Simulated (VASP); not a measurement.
Here is a VASP 6.6.1 calculation.

File INCAR:

```
  PREC = Accurate
  ENCUT = 520
  EDIFF = 1E-6
  ISMEAR = 0
  SIGMA = 0.15
  LREAL = False
  LASPH = True
  NELM = 60
  ALGO = Fast
  ISIF = 2
  LWAVE = False
  LCHARG = False
  GGA = CA
  NBANDS = 11
```

The input KPOINTS:

```
regular mesh
0
Gamma
  20 20 20
```

The input POSCAR:

```
Pt
1.0
    0.0000000000      1.9468328700      1.9127632948
    1.7326812543      0.0000000000      1.9127632948
    1.7326812543      1.9468328700      0.0000000000
Pt
1
Direct
    0.0000000000      0.0000000000      0.0000000000
```

Potentials or basis: VASP PAW LDA potentials, release 64 (Pt).

Run with:

```bash
$ cat potpaw_LDA.64/Pt/POTCAR > POTCAR
$ mpirun -np 1 vasp_std > vasp.out
```

(1) Estimate the band gap on the k mesh.

(2) Estimate the pressure.

Results:

(1) zero (bands 5 and 6 overlap by 3.51 eV).

(2) 61.5 GPa.

Caveat: the cell differs from its parent crystal (normal strain along x -0.1100, normal strain along z -0.0175); the stress differs along the axes, from 55 to 69 GPa; spin-orbit coupling is left out, which moves the levels of the heavy elements.
